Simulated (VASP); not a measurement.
# H20CO12 in VASP: single point with PBE+D3(BJ)

Aim: the single point of H20CO12 with PBE+D3(BJ).

Program: VASP 6.6.1. These are calculated values, not measurements. Logs are shortened: lines on timing, memory, paths and dates and some standing lists are left out, and cuts for length are marked.

## 1. The cell of the first run

The cell holds a disordered packing, 33 atoms: a = 7.153 Å, b = 7.153 Å, c = 7.153 Å, α = 90.00°, β = 90.00°, γ = 90.00°.

## 2. Single point, PBE+D3(BJ)

Contents of INCAR:

```
SYSTEM = H20CO12
PREC     = Accurate       ! precision mode
ENCUT    = 1000           ! plane-wave cutoff, eV
EDIFF    = 1E-6           ! SCF threshold, eV
ISMEAR   = -1             ! smearing method
SIGMA    = 0.05           ! smearing width, eV
LREAL    = Auto         
LASPH    = .True.         ! aspherical terms in the spheres
NELM     = 120            ! most SCF steps
ALGO     = Normal         ! electronic algorithm
ISIF     = 2              ! what is computed and relaxed
LWAVE    = .False.        ! write WAVECAR
LCHARG   = .False.        ! write CHGCAR
GGA      = PE             ! functional
IVDW     = 12             ! dispersion correction
NBANDS   = 70             ! bands
GGA_COMPAT= .False.
```

Contents of KPOINTS:

```
regular mesh
0
Gamma
  1 1 1
  0 0 0
```

Contents of POSCAR:

```
H20CO12
1.0
    7.1530900000      0.0000000000      0.0000000000
    0.0000000000      7.1530900000      0.0000000000
    0.0000000000      0.0000000000      7.1530900000
O H C
12 20 1
Direct
    0.5033489024      0.3521834620      0.3911456447
    0.1388490848      0.3093208669      0.3575098314
    0.4000229272      0.0856273303      0.8693026370
    0.5361459174      0.7156487616      0.3921661827
    0.7692200154      0.2906156640      0.0896815223
    0.8535472083     -0.0056618888      0.3221964214
    0.7107138314      1.2134615949      0.6838862645
    0.0198236007      0.6431066854      0.1660680909
    0.2307394427      0.9344912478      0.5584160132
    0.6473705769      0.7520106695     -0.0074233653
    0.2856248139      0.5249339796      0.7857443427
   -0.0293439618      0.5935057437      0.7150336428
    0.5697957107      0.2813189824      0.2874142503
    0.5541661016      0.3121727813      0.5071794148
    0.2774744900      0.3258172342      0.3639825586
    0.1192072237      0.1778112676      0.3836383996
    0.3343729773      0.0128056546      0.7693598151
    0.4583333916     -0.0163985075      0.9475904819
    0.5662308177      0.5811334682      0.3899433671
    0.6447563221      0.7906093730      0.3909219652
    0.8310254729      0.4068032137      0.1074920070
    0.7298663934      0.2847161157     -0.0417022573
    0.8457463837      0.0961542494      0.2361916319
    0.9221609123     -0.1063037093      0.2622363202
    0.8014158916      1.1407098191      0.6207806696
    0.6121130868      1.1320282563      0.7281049169
    0.0531238947      0.5146586999      0.2070573696
   -0.0931485554      0.6532281853      0.0890803834
    0.1057305304      0.9047558468      0.5303022889
    0.3088874878      0.8547075460      0.4811906463
    0.5714173875      0.7107557713      0.1003482411
    0.6093031124      0.6690395340     -0.1046680525
    0.1273156077      0.5520830858      0.7511019713
```

Potentials or basis: VASP PAW PBE potentials, release 64 (O_h, H_h, C_h).

On the command line:

```console
cat potpaw_PBE.64/O_h/POTCAR potpaw_PBE.64/H_h/POTCAR potpaw_PBE.64/C_h/POTCAR > POTCAR
mpirun -np 1 vasp_gam > vasp.out
```

OUTCAR:

```text
SYSTEM = H20CO12
   PREC = Accurate
   ENCUT = 1000
   EDIFF = 1E-6
   ISMEAR = -1
   LREAL = Auto
   LASPH = .True.
   NELM = 120
   ISIF = 2
   GGA = PE
   IVDW = 12
 IVDW          = 12

 ion  position               nearest neighbor table
   1  0.503  0.352  0.391-  14 0.95  13 1.02
   2  0.139  0.309  0.358-  16 0.97  15 1.00
   3  0.400  0.086  0.869-  17 1.00  18 1.01
   4  0.536  0.716  0.392-  20 0.94  19 0.99
   5  0.769  0.291  0.090-  21 0.95  22 0.98
   6  0.854  0.994  0.322-  23 0.95  24 0.97
   7  0.711  0.213  0.684-  25 0.95  26 0.97
   8  0.020  0.643  0.166-  28 0.98  27 0.99
   9  0.231  0.934  0.558-  29 0.94  30 0.97
  10  0.647  0.752  0.993-  32 0.95  31 0.99
  11  0.286  0.525  0.786-  33 1.18
  12  0.971  0.594  0.715-  33 1.19
  13  0.570  0.281  0.287-   1 1.02
  14  0.554  0.312  0.507-   1 0.95
  15  0.277  0.326  0.364-   2 1.00
  16  0.119  0.178  0.384-   2 0.97
[... 14 lines left out ...]
  31  0.571  0.711  0.100-  10 0.99
  32  0.609  0.669  0.895-  10 0.95
  33  0.127  0.552  0.751-  11 1.18  12 1.19

  LATTYP: Found a simple cubic cell.
 ALAT       =     7.1530900000

  Lattice vectors:

 A1 = (   7.1530900000,   0.0000000000,   0.0000000000)
 A2 = (   0.0000000000,   7.1530900000,   0.0000000000)
 A3 = (   0.0000000000,   0.0000000000,   7.1530900000)

Analysis of symmetry for initial positions (statically):
=====================================================================
 Subroutine PRICEL returns:
 Original cell was already a primitive cell.

 Routine SETGRP: Setting up the symmetry group for a
 simple cubic supercell.

 Subroutine GETGRP returns: Found  1 space group operations
 (whereof  1 operations were pure point group operations)
 out of a pool of 48 trial point group operations.

The static configuration has the point symmetry C_1 .

Analysis of symmetry for dynamics (positions and initial velocities):
=====================================================================
 Subroutine PRICEL returns:
 Original cell was already a primitive cell.

 Routine SETGRP: Setting up the symmetry group for a
 simple cubic supercell.

 Subroutine GETGRP returns: Found  1 space group operations
 (whereof  1 operations were pure point group operations)
 out of a pool of 48 trial point group operations.

The dynamic configuration has the point symmetry C_1 .

[... 138 lines left out ...]
   EDIFFG = 0.1E-04   stopping-criterion for IOM
   NSW    =      0    number of steps for IOM
   IBRION =     -1    ionic relax: 0-MD 1-quasi-New 2-CG
   NFREE  =      0    steps in history (QN), initial steepest desc. (CG)
   ISIF   =      2    stress and relaxation
   ISYM   =      2    0-nonsym 1-usesym 2-fastsym
   POTIM  = 0.5000    time-step for ionic-motion
   TEBEG  =    0.0;   TEEND  =   0.0 temperature during run
   PSTRESS=    0.0 pullay stress
   NELECT =      96.0000    total number of electrons
   NUPDOWN=      -1.0000    fix difference up-down
   EMIN   =  10.00;   EMAX   =-10.00  energy-range for DOS
   EFERMI =   0.00;   METHOD = LEGACY
   ISMEAR =    -1;   SIGMA  =   0.05  broadening in eV -4-tet -1-fermi 0-gaus
   EFERMI_NEDOS =   21; number of points for ismear=-14 and -15
   IALGO  =     38    algorithm
   IMIX   =      4    mixing-type and parameters
     AMIX     =   0.40;   BMIX     =  1.00
     AMIX_MAG =   1.60;   BMIX_MAG =  1.00
  volume/ion in A,a.u.               =      11.09        74.85
  Fermi-wavevector in a.u.,A,eV,Ry     =   1.047944  1.980328 14.941746  1.098187
  Thomas-Fermi vector in A             =   2.182846
   LORBIT       =      0    0 simple, 1 ext, 2 COOP (PROOUT), +10 PAW based schemes
   GGA     = PE    functional components
   LHFCALC =     F    Hartree Fock is set to
   AEXX    =    0.0000 exact exchange contribution
   IVDW    =    12    specifies the selected vdW correction
   LEPSILON=     F    determine dielectric tensor
   LRPA    =     F    only Hartree local field effects (RPA)
 non-spin polarized calculation
  energy-cutoff  :     1000.00
  volume of cell :      366.00
 maximum number of plane-waves:     13097
 NGX is ok and might be reduce to    80
   NGX = 37   NGY = 37   NGZ = 37

 number of electron      95.9999995 magnetization

 Free energy of the ion-electron system (eV)
  ---------------------------------------------------
  ext. energy  EPLUGINS =         0.00000000
  ---------------------------------------------------
  free energy    TOTEN  =      -169.45807374 eV

  energy without entropy =     -169.45807374  energy(sigma->0) =     -169.45807374

 E-fermi :  -2.0116     XC(G=0):  -6.7007

 val. band max:       -3.2508993425   @ k =   0.0000   0.0000   0.0000
 cond. band min:       1.2286959855   @ k =   0.0000   0.0000   0.0000
 fundamental gap:      4.4795953280
 Fermi energy:        -2.0115935511

 k-point     1 :       0.0000    0.0000    0.0000
  band No.  band energies     occupation
      1     -25.1982      2.00000
      2     -24.1747      2.00000
      3     -22.6370      2.00000
      4     -22.3585      2.00000
      5     -22.3485      2.00000
      6     -22.2931      2.00000
[... 52 lines left out ...]
     59       6.0199      0.00000
     60       6.2522      0.00000
 [bands above 60 left out]

------------------------ aborting loop because EDIFF is reached ----------------------------------------

 Edisp (eV)   -1.13312

 E8    (eV) :    -0.2379

  FORCE on cell =-STRESS in cart. coord.  units (eV):
  Direction    XX          YY          ZZ          XY          YZ          ZX
  --------------------------------------------------------------------------------------
  -------------------------------------------------------------------------------------
  Total       0.15580     2.24806     0.11236     3.57157    -0.23369     0.02436
  in kB       0.68201     9.84095     0.49184    15.63465    -1.02297     0.10663
  external pressure =        3.67 kB  Pullay stress =        0.00 kB

 VOLUME and BASIS-vectors are now :
 -----------------------------------------------------------------------------
  energy-cutoff  :     1000.00
  volume of cell :      366.00
      direct lattice vectors                 reciprocal lattice vectors
     7.153090000  0.000000000  0.000000000     0.139799723  0.000000000  0.000000000
     0.000000000  7.153090000  0.000000000     0.000000000  0.139799723  0.000000000
     0.000000000  0.000000000  7.153090000     0.000000000  0.000000000  0.139799723

 POSITION                                       TOTAL-FORCE (eV/Angst)
 -----------------------------------------------------------------------------------
      3.60050      2.51920      2.79790         0.065361     -0.140590     -2.734742
      0.99320      2.21260      2.55730         0.083973      0.526170     -0.165982
      2.86140      0.61250      6.21820         0.616596     -1.547875      0.292346
      3.83510      5.11910      2.80520        -1.535963     -0.239150     -0.285401
      5.50230      2.07880      0.64150        -0.879227     -1.019054     -0.084888
      6.10550      7.11259      2.30470         0.015547     -1.053435      1.525520
[... 25 lines left out ...]
      4.35840      4.78570      6.40439        -0.240479     -0.511532     -0.847189
      0.91070      3.94910      5.37270        -0.465998      0.805657     -0.275164
 -----------------------------------------------------------------------------------
    total drift:                                0.002063     -0.004603     -0.002543

  FREE ENERGIE OF THE ION-ELECTRON SYSTEM (eV)
  ---------------------------------------------------
  free  energy   TOTEN  =      -170.5911912618 eV

  energy  without entropy=     -170.5911912617  energy(sigma->0) =     -170.59119126
```

OSZICAR:

```text
N       E                     dE             d eps       ncg     rms          rms(c)
DAV:   1     0.129865512100E+04    0.12987E+04   -0.71488E+04   140   0.212E+03
DAV:   2     0.891047325389E+02   -0.12096E+04   -0.11204E+04   186   0.369E+02
DAV:   3    -0.176713551464E+03   -0.26582E+03   -0.26275E+03   192   0.179E+02
DAV:   4    -0.185920797431E+03   -0.92072E+01   -0.91498E+01   168   0.360E+01
DAV:   5    -0.186167945068E+03   -0.24715E+00   -0.24670E+00   176   0.582E+00    0.258E+01
DAV:   6    -0.169975507402E+03    0.16192E+02   -0.51848E+01   168   0.267E+01    0.967E+00
DAV:   7    -0.169650838036E+03    0.32467E+00   -0.24855E+00   192   0.614E+00    0.605E+00
DAV:   8    -0.169456129232E+03    0.19471E+00   -0.49469E-01   176   0.371E+00    0.841E-01
DAV:   9    -0.169454154402E+03    0.19748E-02   -0.47684E-02   192   0.991E-01    0.382E-01
DAV:  10    -0.169457880550E+03   -0.37261E-02   -0.18690E-02   184   0.636E-01    0.202E-01
DAV:  11    -0.169458045742E+03   -0.16519E-03   -0.20360E-03   184   0.266E-01    0.106E-01
DAV:  12    -0.169458140292E+03   -0.94550E-04   -0.19665E-03   192   0.248E-01    0.524E-02
DAV:  13    -0.169458092217E+03    0.48075E-04   -0.34494E-04   200   0.939E-02    0.241E-02
DAV:  14    -0.169458082575E+03    0.96422E-05   -0.14122E-04   152   0.478E-02    0.156E-02
DAV:  15    -0.169458075099E+03    0.74761E-05   -0.13261E-05   232   0.257E-02    0.691E-03
DAV:  16    -0.169458074425E+03    0.67375E-06   -0.18260E-05   200   0.241E-02    0.683E-03
DAV:  17    -0.169458073741E+03    0.68369E-06   -0.38027E-06   176   0.103E-02
   1 F= -.17059119E+03 E0= -.17059119E+03  d E =-.444285E-10
```

It took 89 s on 1 thread of Intel Xeon Platinum 8488C (Sapphire Rapids), shared host; peak memory 0.91 GiB.

What came out:

```yaml
Free_energy: -170.5912 eV
Pressure: 0.4 GPa
Largest_force: 2.739 eV/Å
Band_gap_on_the_k_mesh: 4.48 eV
Dispersion_energy_per_atom: -0.034 eV
```

Forces on the atoms (eV/Å):
```
O    0.065 -0.141 -2.735
O    0.084  0.526 -0.166
O    0.617 -1.548  0.292
O   -1.536 -0.239 -0.285
O   -0.879 -1.019 -0.085
O    0.016 -1.053  1.526
O   -0.309  1.458  0.464
O    0.129  0.277  0.074
O    1.247  0.580  0.462
O   -0.001  0.193  0.979
O   -0.776 -0.166 -0.127
O    1.322 -0.653  0.359
H   -0.445  0.872  1.102
H    0.975 -0.780  1.419
H   -0.385 -0.121  0.115
H   -0.033 -0.063 -0.042
H    0.049  0.441  0.353
H   -0.502  0.941 -0.748
H   -0.132 -0.055  0.155
H    1.427  0.814  0.009
H    0.483  0.802  0.070
H    0.252 -0.075 -0.056
H   -0.084  0.910 -1.085
H    0.192 -0.196 -0.257
H    0.842 -0.800 -0.696
H   -0.811 -0.599  0.521
H   -0.302  0.223  0.006
H    0.121 -0.278  0.044
H   -1.540 -0.428 -0.350
H    0.428 -0.408 -0.229
H    0.194  0.290  0.031
H   -0.240 -0.512 -0.847
C   -0.466  0.806 -0.275
```

Stress tensor (GPa, compression positive):
```
 0.07  1.56  0.01
 1.56  0.98 -0.10
 0.01 -0.10  0.05
```

Levels at points of the mesh, in eV from the valence-band top:
```csv
k point,band 44,band 45,band 46,band 47,band 48,band 49,band 50,band 51,band 52,band 53
"(0.00, 0.00, 0.00)",-0.81,-0.63,-0.55,-0.33,0.00,4.48,6.22,6.36,7.36,7.62
```

Caveat: the k points lie up to 0.88 Å⁻¹ apart.
